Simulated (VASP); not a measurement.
# Pb (Im-3m) in VASP: settings compared

Pb is run at these levels: LDA, r2SCAN; tasks: single point.

Everything below comes from runs of VASP 6.6.1. Logs are shortened: lines on timing, memory, paths and dates and some standing lists are left out, and cuts for length are marked.

## 1. The cell of the first run

The structure is cubic, space group Im-3m (No. 229). Conventional cell: a = 4.011 Å, b = 4.011 Å, c = 4.011 Å, α = 90.00°, β = 90.00°, γ = 90.00°. Pb (site symmetry m-3m) has 14 Pb at 3.47 to 4.01 Å within 4.6 Å.

This isn't the form of Pb at room conditions, which is fcc.

## 2. Single point, LDA

INCAR

```
SYSTEM = Pb
  PREC = Accurate
  ENCUT = 520
  EDIFF = 1E-7
  ISMEAR = -1
  SIGMA = 0.05
  LREAL = .FALSE.
  LASPH = .TRUE.
  NELM = 100
  ALGO = Fast
  ISIF = 2
  LWAVE = .FALSE.
  LCHARG = .FALSE.
  NBANDS = 13
```

KPOINTS

```
Automatic mesh
0
G
  9 9 9
  0 0 0
```

POSCAR

```
Pb
1.0
   -2.0057107064      2.0057107064      2.0057107064
    2.0057107064     -2.0057107064      2.0057107064
    2.0057107064      2.0057107064     -2.0057107064
Pb
1
Direct
    0.0000000000      0.0000000000      0.0000000000
```

Potentials or basis: VASP PAW LDA potentials, release 64 (Pb_d).

The run is started by

```console
$ cat potpaw_LDA.64/Pb_d/POTCAR > POTCAR
$ mpirun -np 1 vasp_std > vasp.out
```

OUTCAR:

```text
SYSTEM = Pb
   PREC = Accurate
   ENCUT = 520
   EDIFF = 1E-7
   ISMEAR = -1
   LREAL = .FALSE.
   LASPH = .TRUE.
   NELM = 100
   ISIF = 2

 ion  position               nearest neighbor table
   1  0.000  0.000  0.000-

  LATTYP: Found a body centered cubic cell.
 ALAT       =     4.0114214128

  Lattice vectors:

 A1 = (  -2.0057107064,   2.0057107064,   2.0057107064)
 A2 = (   2.0057107064,  -2.0057107064,   2.0057107064)
 A3 = (   2.0057107064,   2.0057107064,  -2.0057107064)

Analysis of symmetry for initial positions (statically):
=====================================================================
 Subroutine PRICEL returns:
 Original cell was already a primitive cell.

 Routine SETGRP: Setting up the symmetry group for a
 body centered cubic supercell.

 Subroutine GETGRP returns: Found 48 space group operations
 (whereof 48 operations were pure point group operations)
 out of a pool of 48 trial point group operations.

The static configuration has the point symmetry O_h .

Analysis of symmetry for dynamics (positions and initial velocities):
=====================================================================
 Subroutine PRICEL returns:
 Original cell was already a primitive cell.

 Routine SETGRP: Setting up the symmetry group for a
 body centered cubic supercell.

 Subroutine GETGRP returns: Found 48 space group operations
 (whereof 48 operations were pure point group operations)
 out of a pool of 48 trial point group operations.

The dynamic configuration has the point symmetry O_h .

 Subroutine INISYM returns: Found 48 space group operations
 (whereof 48 operations are pure point group operations),
 and found     1 'primitive' translations

----------------------------------------------------------------------------------------

                                     Primitive cell

  volume of cell :      32.2749

  direct lattice vectors                    reciprocal lattice vectors
    -2.005710706  2.005710706  2.005710706     0.000000000  0.249288194  0.249288194
     2.005710706 -2.005710706  2.005710706     0.249288194  0.000000000  0.249288194
     2.005710706  2.005710706 -2.005710706     0.249288194  0.249288194  0.000000000

  length of vectors
     3.473992849  3.473992849  3.473992849     0.352546745  0.352546745  0.352546745

  position of ions in fractional coordinates (direct lattice)
     0.000000000  0.000000000  0.000000000

  ion indices of the primitive-cell ions
   primitive index   ion index
                 1           1

----------------------------------------------------------------------------------------

 KPOINTS: Automatic mesh

Automatic generation of k-mesh.
 Grid dimensions read from file:
 generate k-points for:    9    9    9

 Generating k-lattice:

  Cartesian coordinates                     Fractional coordinates (reciprocal lattice)
     0.000000000  0.027698688  0.027698688     0.111111111  0.000000000  0.000000000
     0.027698688  0.000000000  0.027698688     0.000000000  0.111111111  0.000000000
     0.027698688  0.027698688  0.000000000     0.000000000  0.000000000  0.111111111

  Length of vectors
     0.039171861  0.039171861  0.039171861

  Shift w.r.t. Gamma in fractional coordinates (k-lattice)
     0.000000000  0.000000000  0.000000000

 Subroutine IBZKPT returns following result:
 ===========================================

 Found     35 irreducible k-points:

 Following reciprocal coordinates:
            Coordinates               Weight
  0.000000  0.000000  0.000000      1.000000
  0.111111  0.000000  0.000000     12.000000
  0.222222  0.000000  0.000000     12.000000
  0.333333  0.000000  0.000000     12.000000
  0.444444  0.000000  0.000000     12.000000
  0.111111  0.111111  0.000000     24.000000
[... 16 lines left out ...]
 -0.333333  0.444444  0.111111     48.000000
 -0.444444 -0.444444  0.111111     24.000000
 [... further k-points ...]
   k-points           NKPTS =     35   k-points in BZ     NKDIM =     35   number of bands    NBANDS=     13
   number of dos      NEDOS =    301   number of ions     NIONS =      1
   total plane-waves  NPLWV =  21952
   dimension x,y,z NGX =    28 NGY =   28 NGZ =   28
   dimension x,y,z NGXF=    56 NGYF=   56 NGZF=   56
   ions per type =               1
   NGX,Y,Z   is equivalent  to a cutoff of  13.40, 13.40, 13.40 a.u.
   NGXF,Y,Z  is equivalent  to a cutoff of  26.80, 26.80, 26.80 a.u.
 SYSTEM =  Pb
   PREC   = accura    normal or accurate (medium, high low for compatibility)
   ISTART =      0    job   : 0-new  1-cont  2-samecut
   ICHARG =      2    charge: 1-file 2-atom 10-const
   ISPIN  =      1    spin polarized calculation?
   LNONCOLLINEAR =      F non collinear calculations
   LSORBIT =      F    spin-orbit coupling
   LASPH  =      T    aspherical Exc in radial PAW
   ENCUT  =  520.0 eV  38.22 Ry    6.18 a.u.   6.46  6.46  6.46*2*pi/ulx,y,z
   NELM   =    100;   NELMIN=  2; NELMDL= -5     # of ELM steps
   EDIFF  = 0.1E-06   stopping-criterion for ELM
   LREAL  =      F    real-space projection
   EDIFFG = 0.1E-05   stopping-criterion for IOM
   NSW    =      0    number of steps for IOM
   IBRION =     -1    ionic relax: 0-MD 1-quasi-New 2-CG
   NFREE  =      0    steps in history (QN), initial steepest desc. (CG)
   ISIF   =      2    stress and relaxation
   ISYM   =      2    0-nonsym 1-usesym 2-fastsym
   POTIM  = 0.5000    time-step for ionic-motion
   TEBEG  =    0.0;   TEEND  =   0.0 temperature during run
   PSTRESS=    0.0 pullay stress
   NELECT =      14.0000    total number of electrons
   NUPDOWN=      -1.0000    fix difference up-down
   EMIN   =  10.00;   EMAX   =-10.00  energy-range for DOS
   EFERMI =   0.00;   METHOD = LEGACY
   ISMEAR =    -1;   SIGMA  =   0.05  broadening in eV -4-tet -1-fermi 0-gaus
   EFERMI_NEDOS =   21; number of points for ismear=-14 and -15
   IALGO  =     68    algorithm
   IMIX   =      4    mixing-type and parameters
     AMIX     =   0.40;   BMIX     =  1.00
     AMIX_MAG =   1.60;   BMIX_MAG =  1.00
  volume/ion in A,a.u.               =      32.27       217.80
  Fermi-wavevector in a.u.,A,eV,Ry     =   1.239260  2.341862 20.895368  1.535766
  Thomas-Fermi vector in A             =   2.373751
   LORBIT       =      0    0 simple, 1 ext, 2 COOP (PROOUT), +10 PAW based schemes
   GGA     = CA    functional components
   LHFCALC =     F    Hartree Fock is set to
   AEXX    =    0.0000 exact exchange contribution
   IVDW    =     0    specifies the selected vdW correction
   LEPSILON=     F    determine dielectric tensor
   LRPA    =     F    only Hartree local field effects (RPA)
 non-spin polarized calculation
 RMM-DIIS sequential band-by-band and
  energy-cutoff  :      520.00
  volume of cell :       32.27
 maximum number of plane-waves:       897
 NGX is ok and might be reduce to    28
   NGX = 13   NGY = 13   NGZ = 13

 number of electron      13.9999997 magnetization

 Free energy of the ion-electron system (eV)
  ---------------------------------------------------
  ext. energy  EPLUGINS =         0.00000000
  ---------------------------------------------------
  free energy    TOTEN  =        -4.15091192 eV

  energy without entropy =       -4.14286465  energy(sigma->0) =       -4.14688829

 E-fermi :   6.3490     XC(G=0): -10.1653

 val. band max:        6.2827866978   @ k =   0.3333   0.2222   0.0000
 cond. band min:       6.4004423137   @ k =  -0.2222   0.3333   0.1111
 fundamental gap:      0.1176556159
 Fermi energy:         6.3490397663

 k-point     1 :       0.0000    0.0000    0.0000
  band No.  band energies     occupation
      1     -10.7045      2.00000
      2     -10.7045      2.00000
      3     -10.7045      2.00000
      4     -10.4999      2.00000
      5     -10.4999      2.00000
      6      -5.0404      2.00000
      7      13.3435      0.00000
      8      13.3435      0.00000
      9      13.3435      0.00000
     10      17.3813      0.00000
     11      17.3877      0.00000
     12      17.3877      0.00000
     13      17.3877      0.00000

 k-point     2 :       0.1111    0.0000    0.0000
  band No.  band energies     occupation
      1     -10.7127      2.00000
      2     -10.6941      2.00000
      3     -10.6675      2.00000
      4     -10.5089      2.00000
      5     -10.5008      2.00000
      6      -4.8059      2.00000
      7      11.2743      0.00000
      8      12.6402      0.00000
      9      13.0699      0.00000
     10      16.0668      0.00000
     11      16.7542      0.00000
     12      17.2014      0.00000
     13      18.6382      0.00000

 k-point     3 :       0.2222    0.0000    0.0000
  band No.  band energies     occupation
      1     -10.7334      2.00000
      2     -10.6768      2.00000
      3     -10.5723      2.00000
      4     -10.5252      2.00000
      5     -10.5030      2.00000
      6      -4.1079      2.00000
      7       8.0520      0.00000
      8      11.3380      0.00000
      9      12.3884      0.00000
     10      14.8070      0.00000
     11      15.9384      0.00000
     12      17.5149      0.00000
     13      19.4383      0.00000
[... 305 lines left out ...]
 k-point    23 :      -0.3333    0.4444    0.1111
  band No.  band energies     occupation
      1     -10.6948      2.00000
      2     -10.6438      2.00000
      3     -10.5582      2.00000
      4     -10.5314      2.00000
      5     -10.4286      2.00000
      6      -1.8292      2.00000
      7       4.3852      2.00000
      8       7.3515      0.00000
      9      10.7187      0.00000
     10      14.6864      0.00000
     11      15.6807      0.00000
     12      18.7257      0.00000
     13      18.9669      0.00000

 k-point    24 :      -0.4444   -0.4444    0.1111
  band No.  band energies     occupation
      1     -10.6998      2.00000
      2     -10.6510      2.00000
      3     -10.5680      2.00000
      4     -10.5156      2.00000
      5     -10.3980      2.00000
      6      -1.1107      2.00000
      7       3.3040      2.00000
      8       6.9825      0.00001
      9      10.6211      0.00000
     10      14.9253      0.00000
     11      16.3109      0.00000
     12      17.1557      0.00000
     13      18.7937      0.00000

 [... further k-points ...]
[... 5 lines left out ...]
  --------------------------------------------------------------------------------------
  -------------------------------------------------------------------------------------
  Total       -0.9156695     -0.9156695     -0.9156695      0.0000000     -0.0000000      0.0000000
  in kB      -45.4552937    -45.4552937    -45.4552937      0.0000000     -0.0000000      0.0000000
  external PRESSURE =     -45.4552937 kB  Pullay stress =       0.0000000 kB

 VOLUME and BASIS-vectors are now :
 -----------------------------------------------------------------------------
  energy-cutoff  :      520.00
  volume of cell :       32.27
      direct lattice vectors                 reciprocal lattice vectors
    -2.005710706  2.005710706  2.005710706     0.000000000  0.249288194  0.249288194
     2.005710706 -2.005710706  2.005710706     0.249288194  0.000000000  0.249288194
     2.005710706  2.005710706 -2.005710706     0.249288194  0.249288194  0.000000000

 POSITION                                       TOTAL-FORCE (eV/Angst)
 -----------------------------------------------------------------------------------
      0.00000      0.00000      0.00000         0.000000     -0.000000      0.000000
 -----------------------------------------------------------------------------------
    total drift:                               -0.000000      0.000000      0.000000

  FREE ENERGIE OF THE ION-ELECTRON SYSTEM (eV)
  ---------------------------------------------------
  free  energy   TOTEN  =        -4.1509119244 eV

  energy  without entropy=       -4.1428646493  energy(sigma->0) =       -4.14688829
```

It took 25 s on 1 thread of AMD EPYC 7R13, shared host; peak memory 0.11 GiB.

Results:

```yaml
Free_energy: -4.1509 eV
Pressure: -4.5 GPa
Band_gap_on_the_k_mesh: zero (bands 7 and 8 overlap by 8.91 eV)
```

Caveat: the cell stands under tension; spin-orbit coupling is left out, which moves the levels of the heavy elements.

## 3. Single point, LDA

This run uses another cell than the first one, of 32.90 Å³/atom.

INCAR

```
PREC = Accurate
ENCUT = 520
EDIFF = 1E-6
ISMEAR = -1
SIGMA = 0.05
LREAL = False
LASPH = True
NELM = 100
ALGO = Fast
ISIF = 2
LWAVE = False
LCHARG = False
GGA = CA
NBANDS = 13
```

KPOINTS

```
regular mesh
0
Gamma
  9 9 9
```

POSCAR

```
Pb
1.0
   -2.0184862782      2.0184862782      2.0184862782
    2.0184862782     -2.0184862782      2.0184862782
    2.0184862782      2.0184862782     -2.0184862782
Pb
1
Direct
    0.0000000000      0.0000000000      0.0000000000
```

Potentials or basis: VASP PAW LDA potentials, release 64 (Pb_d).

The run is started by

```console
$ cat potpaw_LDA.64/Pb_d/POTCAR > POTCAR
$ mpirun -np 1 vasp_std > vasp.out
```

OUTCAR:

```text
PREC = Accurate
   ENCUT = 520
   EDIFF = 1E-6
   ISMEAR = -1
   LREAL = False
   LASPH = True
   NELM = 100
   ISIF = 2
   GGA = CA

 ion  position               nearest neighbor table
   1  0.000  0.000  0.000-

  LATTYP: Found a body centered cubic cell.
 ALAT       =     4.0369725564

  Lattice vectors:

 A1 = (  -2.0184862782,   2.0184862782,   2.0184862782)
 A2 = (   2.0184862782,  -2.0184862782,   2.0184862782)
 A3 = (   2.0184862782,   2.0184862782,  -2.0184862782)

Analysis of symmetry for initial positions (statically):
=====================================================================
 Subroutine PRICEL returns:
 Original cell was already a primitive cell.

 Routine SETGRP: Setting up the symmetry group for a
 body centered cubic supercell.

 Subroutine GETGRP returns: Found 48 space group operations
 (whereof 48 operations were pure point group operations)
 out of a pool of 48 trial point group operations.

The static configuration has the point symmetry O_h .

Analysis of symmetry for dynamics (positions and initial velocities):
[... 158 lines left out ...]
 E-fermi :   6.1416     XC(G=0): -10.0765

 val. band max:        6.0944416174   @ k =   0.3333   0.2222   0.0000
 cond. band min:       6.1723162336   @ k =  -0.2222   0.3333   0.1111
 fundamental gap:      0.0778746162
 Fermi energy:         6.1415747341

 k-point     1 :       0.0000    0.0000    0.0000
  band No.  band energies     occupation
      1     -10.8916      2.00000
      2     -10.8916      2.00000
      3     -10.8916      2.00000
      4     -10.6979      2.00000
      5     -10.6979      2.00000
      6      -5.1224      2.00000
      7      12.9860      0.00000
      8      12.9860      0.00000
      9      12.9860      0.00000
     10      16.9075      0.00000
     11      17.1554      0.00000
     12      17.1554      0.00000
     13      17.1554      0.00000
[... 354 lines left out ...]
  band No.  band energies     occupation
      1     -10.8862      2.00000
      2     -10.8395      2.00000
      3     -10.7619      2.00000
      4     -10.7125      2.00000
      5     -10.6016      2.00000
      6      -1.3138      2.00000
      7       3.1746      2.00000
      8       6.7780      0.00001
      9      10.3395      0.00000
     10      14.6297      0.00000
     11      16.0064      0.00000
     12      16.8727      0.00000
     13      18.4639      0.00000

 [... further k-points ...]
[... 5 lines left out ...]
  --------------------------------------------------------------------------------------
  -------------------------------------------------------------------------------------
  Total       -1.0251109     -1.0251109     -1.0251109      0.0000000     -0.0000000      0.0000000
  in kB      -49.9279862    -49.9279862    -49.9279862      0.0000000     -0.0000000      0.0000000
  external PRESSURE =     -49.9279862 kB  Pullay stress =       0.0000000 kB

 VOLUME and BASIS-vectors are now :
 -----------------------------------------------------------------------------
  energy-cutoff  :      520.00
  volume of cell :       32.90
      direct lattice vectors                 reciprocal lattice vectors
    -2.018486278  2.018486278  2.018486278     0.000000000  0.247710379  0.247710379
     2.018486278 -2.018486278  2.018486278     0.247710379  0.000000000  0.247710379
     2.018486278  2.018486278 -2.018486278     0.247710379  0.247710379  0.000000000

 POSITION                                       TOTAL-FORCE (eV/Angst)
 -----------------------------------------------------------------------------------
      0.00000      0.00000      0.00000         0.000000     -0.000000      0.000000
 -----------------------------------------------------------------------------------
    total drift:                                0.000000      0.000000      0.000000

  FREE ENERGIE OF THE ION-ELECTRON SYSTEM (eV)
  ---------------------------------------------------
  free  energy   TOTEN  =        -4.1325941111 eV

  energy  without entropy=       -4.1233626882  energy(sigma->0) =       -4.12797840
```

It took 21 s on 1 thread of AMD EPYC 7R13, shared host; peak memory 0.11 GiB.

Results:

```yaml
Free_energy: -4.1326 eV
Pressure: -5.0 GPa
Band_gap_on_the_k_mesh: zero (bands 7 and 8 overlap by 8.71 eV)
```

Caveat: the cell stands under tension; spin-orbit coupling is left out, which moves the levels of the heavy elements.

[end of part 1 of 3]
